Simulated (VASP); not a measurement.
Runs of VASP 6.6.1 on Ge. The structure is that of space group Fd-3m (No. 227), or close to it. The cells are those of the table. 

```tsv
cell	gap on the mesh (eV)	pressure (GPa)
a = 4.100 Å, angles 60.0°, 2 atoms	none	-3.8
a = 3.902, b = 3.902, c = 3.800 Å, angles 60.9, 60.9, 58.3°, 2 atoms	-	9.7
a = 3.900 Å, angles 60.0°, 2 atoms	(a)	7.0
a = 4.201 Å, angles 60.0°, 2 atoms	none	-6.7
a = 3.851, b = 3.851, c = 3.900 Å, angles 59.6, 59.6, 60.9°, 2 atoms	-	9.7
a = 3.800 Å, angles 60.0°, 2 atoms	0.24	16.1
a = 3.951, b = 3.951, c = 3.900 Å, angles 60.4, 60.4, 59.2°, 2 atoms	0.20	(b)
a = 3.851, b = 3.851, c = 3.800 Å, angles 60.4, 60.4, 59.1°, 2 atoms	0.13	12.7
```

Alike in all rows: task single point; level PBEsol; potentials or basis VASP PAW PBE potentials, release 64 (Ge_d); no spin polarisation; k mesh 14 × 14 × 14; cutoff (eV) 520; smearing gaussian 0.15 eV.

Task: Estimate the missing entries.

Result: (a) 0.37; (b) 4.6.

Caveats: the PAW data sets were made with another functional, which shifts forces and pressure a little.

A k mesh can miss the band edges, and the runs leave out spin-orbit coupling on Ge.

A gap of «none» marks levels without a gap at the run's occupations.
